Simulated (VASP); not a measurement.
# Al27N26 (a cell with a defect) in VASP: notebook, part 2 of 2

VASP 6.6.1. Earlier steps stand in the parts before.

## Step 3: Relaxation of the atoms, PBE, collinear spin (atoms taken out)

The input, INCAR:

```
SYSTEM = Al27N26
  ALGO = Normal
  EDIFF = 1E-7
  EDIFFG = -0.025
  ENCUT = 520
  GGA = PE
  GGA_COMPAT = .False.
  IBRION = 2
  ISIF = 2
  ISMEAR = 0
  ISPIN = 2
  LASPH = .True.
  LCHARG = .False.
  LORBIT = 11
  LREAL = Auto
  LWAVE = .False.
  MAGMOM = 0.25 0 0 0 0 0 0 0 0 0.25 0 0.25 0 0 0 0.25 0 0 0 0 0 0 0 0 0 0 0 0 0 0 0 0 0 0 0 0 0 0 0 0 0 0 0 0 0 0 0 0 0 0 0 0 0
  NCORE = 4
  NELECT = 209.0
  NELM = 200
  NELMIN = 4
  NSW = 65
  PREC = Accurate
  SIGMA = 0.01
```

The input, KPOINTS:

```
k-points
0
Gamma
  1 1 1
  0 0 0
```

The input, POSCAR:

```
Al27N26
1.0
    6.6047613005      0.0000000000      6.6047613005
    6.6047613005      6.6047613005      0.0000000000
    0.0000000000      6.6047613005      6.6047613005
Al N
27 26
Direct
    0.3363356670      0.3363356670     -0.0090070009
    0.3343372453      0.6673831343     -0.0008601898
    0.3343372453     -0.0008601898     -0.0008601898
    0.6673831343      0.3343372453     -0.0008601898
    0.6668377578      0.6668377578     -0.0005132735
    0.6673831343     -0.0008601898     -0.0008601898
   -0.0008601898      0.3343372453     -0.0008601898
   -0.0008601898      0.6673831343     -0.0008601898
    0.0000000000      0.0000000000      0.0000000000
    0.3363356670      0.3363356670      0.3363356670
    0.3340774464      0.6659225536      0.3340774464
    0.3363356670     -0.0090070009      0.3363356670
    0.6659225536      0.3340774464      0.3340774464
    0.6659225536      0.6659225536      0.3340774464
    0.6673831343     -0.0008601898      0.3343372453
   -0.0090070009      0.3363356670      0.3363356670
   -0.0008601898      0.6673831343      0.3343372453
   -0.0008601898     -0.0008601898      0.3343372453
    0.3340774464      0.3340774464      0.6659225536
    0.3340774464      0.6659225536      0.6659225536
    0.3343372453     -0.0008601898      0.6673831343
    0.6659225536      0.3340774464      0.6659225536
    0.6668377578      0.6668377578      0.6668377578
    0.6668377578     -0.0005132735      0.6668377578
   -0.0008601898      0.3343372453      0.6673831343
   -0.0005132735      0.6668377578      0.6668377578
   -0.0008601898     -0.0008601898      0.6673831343
    0.2495147866      0.5833728598      0.2495147866
    0.2495147866      0.9175975670      0.2495147866
    0.5833728598      0.2495147866      0.2495147866
    0.5833175818      0.5833175818      0.2500472546
    0.5833728598      0.9175975670      0.2495147866
    0.9175975670      0.2495147866      0.2495147866
    0.9175975670      0.5833728598      0.2495147866
    0.9166753770      0.9166753770      0.2499738691
    0.2495147866      0.2495147866      0.5833728598
    0.2500472546      0.5833175818      0.5833175818
    0.2495147866      0.9175975670      0.5833728598
    0.5833175818      0.2500472546      0.5833175818
    0.5833175818      0.5833175818      0.5833175818
    0.5832932440      0.9167067560      0.5832932440
    0.9175975670      0.2495147866      0.5833728598
    0.9167067560      0.5832932440      0.5832932440
    0.9167067560      0.9167067560      0.5832932440
    0.2495147866      0.2495147866      0.9175975670
    0.2495147866      0.5833728598      0.9175975670
    0.2499738691      0.9166753770      0.9166753770
    0.5833728598      0.2495147866      0.9175975670
    0.5832932440      0.5832932440      0.9167067560
    0.5832932440      0.9167067560      0.9167067560
    0.9166753770      0.2499738691      0.9166753770
    0.9167067560      0.5832932440      0.9167067560
    0.9166753770      0.9166753770      0.9166753770
```

Potentials or basis: VASP PAW PBE potentials, release 64 (Al, N).

The run is started by

```sh
> cat potpaw_PBE.64/Al/POTCAR potpaw_PBE.64/N/POTCAR > POTCAR
> mpirun -np 4 vasp_gam > vasp.out
```

OUTCAR:

```text
SYSTEM = Al27N26
   EDIFF = 1E-7
   EDIFFG = -0.025
   ENCUT = 520
   GGA = PE
   IBRION = 2
   ISIF = 2
   ISMEAR = 0
   ISPIN = 2
   LASPH = .True.
   LORBIT = 11
   LREAL = Auto
   NELECT = 209.0
   NELM = 200
   NELMIN = 4
   NSW = 65
   PREC = Accurate

 ion  position               nearest neighbor table
   1  0.336  0.336  0.991-  46 1.89  48 1.89  45 1.89  22 3.06  20 3.06  19 3.06   2 3.12   4 3.12
                             6 3.12   8 3.12   7 3.12   3 3.12  10 3.23  12 3.23  16 3.23
   2  0.334  0.667  0.999-  49 1.90  47 1.90  46 1.91  28 1.91   3 3.10  21 3.10   5 3.10  23 3.10
                             4 3.11   9 3.11  11 3.12  20 3.12   1 3.12  10 3.12  17 3.13   8 3.13
   3  0.334  0.999  0.999-  50 1.90  47 1.90  29 1.91  45 1.91   2 3.10  21 3.10   5 3.10  24 3.10
                             6 3.11   9 3.11  11 3.12  19 3.12  12 3.12   1 3.12  18 3.13   7 3.13
   4  0.667  0.334  0.999-  49 1.90  51 1.90  48 1.91  30 1.91   7 3.10  25 3.10   5 3.10  23 3.10
                             2 3.11   9 3.11  13 3.12  22 3.12   1 3.12  10 3.12  15 3.13   6 3.13
   5  0.667  0.667  0.999-  49 1.91  50 1.91  52 1.91  31 1.91   2 3.10   4 3.10   3 3.10   7 3.10
                             6 3.10   8 3.10  24 3.11  26 3.11  23 3.11  13 3.12  11 3.12  14 3.12
   6  0.667  0.999  0.999-  50 1.90  53 1.90  32 1.91  48 1.91   8 3.10  27 3.10  24 3.10   5 3.10
                             3 3.11   9 3.11  14 3.12  22 3.12   1 3.12  12 3.12  15 3.13   4 3.13
   7  0.999  0.334  0.999-  52 1.90  51 1.90  33 1.91  45 1.91   4 3.10  25 3.10   5 3.10  26 3.10
                             8 3.11   9 3.11  13 3.12  19 3.12  16 3.12   1 3.12  18 3.13   3 3.13
   8  0.999  0.667  0.999-  52 1.90  53 1.90  34 1.91  46 1.91   6 3.10  27 3.10  26 3.10   5 3.10
                             7 3.11   9 3.11  14 3.12  20 3.12  16 3.12   1 3.12  17 3.13   2 3.13
   9  0.000  0.000  0.000-  53 1.91  47 1.91  51 1.91  35 1.91   7 3.11   8 3.11  15 3.11  21 3.11
[... 61 lines left out ...]
  52  0.917  0.583  0.917-   7 1.90   8 1.90   5 1.91  26 1.91
  53  0.917  0.917  0.917-   6 1.90  27 1.90   8 1.90   9 1.91

  LATTYP: Found a face centered cubic cell.
 ALAT       =    13.2095226010

  Lattice vectors:

 A1 = (   6.6047613005,   0.0000000000,   6.6047613005)
 A2 = (   6.6047613005,   6.6047613005,   0.0000000000)
 A3 = (   0.0000000000,   6.6047613005,   6.6047613005)

Analysis of symmetry for initial positions (statically):
=====================================================================
 Subroutine PRICEL returns:
 Original cell was already a primitive cell.

 Routine SETGRP: Setting up the symmetry group for a
 face centered cubic supercell.

 Subroutine GETGRP returns: Found 24 space group operations
 (whereof 24 operations were pure point group operations)
 out of a pool of 48 trial point group operations.

The static configuration has the point symmetry T_d .

Analysis of symmetry for dynamics (positions and initial velocities):
=====================================================================
 Subroutine PRICEL returns:
 Original cell was already a primitive cell.

 Routine SETGRP: Setting up the symmetry group for a
 face centered cubic supercell.

 Subroutine GETGRP returns: Found 24 space group operations
 (whereof 24 operations were pure point group operations)
 out of a pool of 48 trial point group operations.

The dynamic configuration has the point symmetry T_d .

Analysis of structural, dynamic, and magnetic symmetry:
=====================================================================
 Subroutine PRICEL returns:
 Original cell was already a primitive cell.

[... 206 lines left out ...]
  volume/ion in A,a.u.               =      10.87        73.37
  Fermi-wavevector in a.u.,A,eV,Ry     =   1.167499  2.206253 18.545470  1.363054
  Thomas-Fermi vector in A             =   2.303998
   LORBIT       =     11    0 simple, 1 ext, 2 COOP (PROOUT), +10 PAW based schemes
   GGA     = PE    functional components
   LHFCALC =     F    Hartree Fock is set to
   AEXX    =    0.0000 exact exchange contribution
   IVDW    =     0    specifies the selected vdW correction
   LEPSILON=     F    determine dielectric tensor
   LRPA    =     F    only Hartree local field effects (RPA)
 conjugate gradient relaxation of ions
 spin polarized calculation
 Gauss-broadening in eV      SIGMA  =   0.01
  energy-cutoff  :      520.00
  volume of cell :      576.24
 maximum number of plane-waves:      7797
 NGX is ok and might be reduce to    64
   NGX = 35   NGY = 35   NGZ = 35

--------------------------------------- Ionic step        1  -------------------------------------------

 number of electron     208.9999999 magnetization       0.9997919

 Free energy of the ion-electron system (eV)
  ---------------------------------------------------
  ext. energy  EPLUGINS =         0.00000000
  ---------------------------------------------------
  free energy    TOTEN  =      -397.77544845 eV

  energy without entropy =     -397.76772497  energy(sigma->0) =     -397.77158671

------------------------ aborting loop because EDIFF is reached ----------------------------------------

  FORCE on cell =-STRESS in cart. coord.  units (eV):
  Direction    XX          YY          ZZ          XY          YZ          ZX
  --------------------------------------------------------------------------------------
  -------------------------------------------------------------------------------------
  Total      -19.0264317    -19.0264317    -19.0264317      0.0000000      0.0000000     -0.0000000
  in kB      -52.9013254    -52.9013254    -52.9013254      0.0000000      0.0000000     -0.0000000
  external PRESSURE =     -52.9013254 kB  Pullay stress =       0.0000000 kB
[... 248 lines left out ...]
--------------------------------------- Ionic step        4  -------------------------------------------

 number of electron     208.9999999 magnetization       1.0000000

 Free energy of the ion-electron system (eV)
  ---------------------------------------------------
  ext. energy  EPLUGINS =         0.00000000
  ---------------------------------------------------
  free energy    TOTEN  =      -397.78721489 eV

  energy without entropy =     -397.77950177  energy(sigma->0) =     -397.78335833

 E-fermi :   5.7193     XC(G=0): -10.6983

 val. band max:        5.7162427983   @ k =   0.0000   0.0000   0.0000
 cond. band min:       9.9166770373   @ k =   0.0000   0.0000   0.0000
 fundamental gap:      4.2004342389
 Fermi energy:         5.7192881841

 spin component 1

 k-point     1 :       0.0000    0.0000    0.0000
  band No.  band energies     occupation
      1      -9.0944      1.00000
      2      -7.8317      1.00000
      3      -7.8317      1.00000
      4      -7.8317      1.00000
      5      -7.8189      1.00000
      6      -7.8189      1.00000
[... 108 lines left out ...]
    115      10.8541      0.00000
    116      11.7052      0.00000
 Fermi energy:         5.7192881841

 spin component 2

 k-point     1 :       0.0000    0.0000    0.0000
  band No.  band energies     occupation
      1      -9.0570      1.00000
      2      -7.8002      1.00000
      3      -7.8002      1.00000
      4      -7.8002      1.00000
      5      -7.7763      1.00000
      6      -7.7763      1.00000
[... 108 lines left out ...]
    115      10.8647      0.00000
    116      11.7120      0.00000
 [bands above 116 left out]

------------------------ aborting loop because EDIFF is reached ----------------------------------------

  FORCE on cell =-STRESS in cart. coord.  units (eV):
  Direction    XX          YY          ZZ          XY          YZ          ZX
  --------------------------------------------------------------------------------------
  -------------------------------------------------------------------------------------
  Total      -19.2066383    -19.2066383    -19.2066383     -0.0000000     -0.0000000      0.0000000
  in kB      -53.4023741    -53.4023741    -53.4023741     -0.0000000     -0.0000000      0.0000000
  external PRESSURE =     -53.4023741 kB  Pullay stress =       0.0000000 kB
[... 68 lines left out ...]
  FREE ENERGIE OF THE ION-ELECTRON SYSTEM (eV)
  ---------------------------------------------------
  free  energy   TOTEN  =      -397.7872148874 eV

  energy  without entropy=     -397.7795017714  energy(sigma->0) =     -397.78335833

 reached required accuracy - stopping structural energy minimisation

 total charge

# of ion       s       p       d       tot
------------------------------------------
    1        0.373   0.403   0.000   0.776
    2        0.354   0.430   0.000   0.784
    3        0.354   0.430   0.000   0.784
    4        0.354   0.430   0.000   0.784
    5        0.354   0.431   0.000   0.785
    6        0.354   0.430   0.000   0.784
[... 45 lines left out ...]
   52        1.212   2.628   0.000   3.840
   53        1.211   2.633   0.000   3.844
--------------------------------------------------
tot         41.219  79.770   0.000 120.990

 magnetization (x)

# of ion       s       p       d       tot
------------------------------------------
    1       -0.000  -0.000   0.000  -0.000
    2       -0.001   0.000   0.000  -0.000
    3       -0.001   0.000   0.000  -0.000
    4       -0.001   0.000   0.000  -0.000
    5       -0.001   0.000   0.000  -0.001
    6       -0.001   0.000   0.000  -0.000
[... 45 lines left out ...]
   52        0.001   0.045   0.000   0.046
   53        0.001   0.032   0.000   0.032
--------------------------------------------------
tot          0.004   0.700   0.000   0.703
```

Run time: 4.2 min. Hardware: 4 MPI ranks of Intel Xeon Platinum 8259CL at 2.50GHz (Skylake/Cascade Lake), shared host; peak memory 0.34 GiB.

Results:

| Quantity | Value |
| --- | --- |
| Free energy | -397.7872 eV |
| Energy gained by relaxing | 0.2 meV/atom |
| Ionic steps | 4 |
| Largest force after relaxing | 0.016 eV/Å |
| Net moment | 1.00 μB per cell |
| Site moments | Al -0.00, +0.00 (each value once); N +0.02, +0.03, +0.05 (each value once) μB |
| Valence electrons inside the program's atomic spheres | Al 0.78, 0.79 (each value once); N 3.84 |

Forces on the atoms (eV/Å):
```
Al  -0.009  0.009  0.009
Al  -0.003  0.003 -0.003
Al  -0.003  0.003 -0.003
Al  -0.003 -0.003  0.003
Al  -0.004  0.004  0.004
Al   0.003  0.003  0.003
Al  -0.003 -0.003  0.003
Al   0.003  0.003  0.003
Al   0.000  0.000  0.000
Al  -0.009 -0.009 -0.009
Al   0.000  0.000  0.002
Al   0.009  0.009 -0.009
Al   0.000  0.002  0.000
Al  -0.002  0.000  0.000
Al   0.003 -0.003 -0.003
Al   0.009 -0.009  0.009
Al   0.003 -0.003 -0.003
Al   0.003 -0.003 -0.003
Al   0.002  0.000  0.000
Al   0.000 -0.002  0.000
Al  -0.003  0.003 -0.003
Al   0.000  0.000 -0.002
Al  -0.004 -0.004 -0.004
Al   0.004  0.004 -0.004
Al  -0.003 -0.003  0.003
Al   0.004 -0.004  0.004
Al   0.003  0.003  0.003
N   -0.009 -0.009  0.002
N    0.009  0.009  0.002
N   -0.009  0.002 -0.009
N   -0.003  0.003  0.003
N   -0.002  0.009 -0.009
N    0.009  0.002  0.009
N   -0.002 -0.009  0.009
N    0.000  0.000  0.000
N    0.002 -0.009 -0.009
N    0.003 -0.003  0.003
N    0.009 -0.002 -0.009
N    0.003  0.003 -0.003
N   -0.003 -0.003 -0.003
N    0.000  0.000 -0.011
N    0.009 -0.009 -0.002
N    0.000 -0.011  0.000
N    0.011  0.000  0.000
N    0.002  0.009  0.009
N   -0.009 -0.002  0.009
N    0.000  0.000  0.000
N   -0.009  0.009 -0.002
N   -0.011  0.000  0.000
N    0.000  0.011  0.000
N    0.000  0.000  0.000
N    0.000  0.000  0.011
N    0.000  0.000  0.000
```

The path:
```
step  energy change (eV)  largest force (eV/Å)  pressure (GPa)
   1              0.0000                0.1885           -5.29
   2             -0.0068                0.1354           -5.34
   3             -0.0108                0.0468           -5.32
   4             -0.0118                0.0159           -5.34
```

Final structure:
```xyz
53
Lattice="6.6048 0.0000 6.6048 6.6048 6.6048 0.0000 0.0000 6.6048 6.6048" Properties=species:S:1:pos:R:3 pbc="T T T"
Al    4.4399    8.7696    8.7696
Al    6.6100   11.0087    8.8056
Al    8.8056   13.2043    8.8056
Al    6.6100    8.8056   11.0087
Al    8.8065   11.0078   11.0078
Al   11.0087   13.2043   11.0087
Al    8.8056    8.8056   13.2043
Al   11.0087   11.0087   13.2043
Al    0.0000    0.0000    0.0000
Al    4.4399    4.4399    4.4399
Al    6.6048    6.6048    4.4091
Al    8.7696    8.7696    4.4399
Al    6.6048    4.4091    6.6048
Al    8.8004    6.6048    6.6048
Al   11.0087    8.8056    6.6100
Al    8.7696    4.4399    8.7696
Al   11.0087    6.6100    8.8056
Al   13.2043    8.8056    8.8056
Al    4.4091    6.6048    6.6048
Al    6.6048    8.8004    6.6048
Al    8.8056   11.0087    6.6100
Al    6.6048    6.6048    8.8004
Al    8.8065    8.8065    8.8065
Al   11.0078   11.0078    8.8065
Al    8.8056    6.6100   11.0087
Al   11.0078    8.8065   11.0078
Al   13.2043   11.0087   11.0087
N     5.5014    5.5014    3.2966
N     7.7082    7.7082    3.2966
N     5.5014    3.2966    5.5014
N     7.7050    5.5045    5.5045
N     9.9129    7.7082    5.5014
N     7.7082    3.2966    7.7082
N     9.9129    5.5014    7.7082
N    12.1079    7.7064    7.7064
N     3.2966    5.5014    5.5014
N     5.5045    7.7050    5.5045
N     7.7082    9.9129    5.5014
N     5.5045    5.5045    7.7050
N     7.7050    7.7050    7.7050
N     9.9071    9.9071    7.7061
N     7.7082    5.5014    9.9129
N     9.9071    7.7061    9.9071
N    12.1082    9.9071    9.9071
N     3.2966    7.7082    7.7082
N     5.5014    9.9129    7.7082
N     7.7064   12.1079    7.7064
N     5.5014    7.7082    9.9129
N     7.7061    9.9071    9.9071
N     9.9071   12.1082    9.9071
N     7.7064    7.7064   12.1079
N     9.9071    9.9071   12.1082
N    12.1079   12.1079   12.1079
```

Caveat: the k points lie up to 0.82 Å⁻¹ apart, too coarse for converged energies, forces and pressures; the cell carries a net charge on a neutralising background, which shifts energy and pressure; the cell differs from its parent crystal (atoms taken out); the cell is charged against a uniform background, so pressure and absolute levels hang on convention.
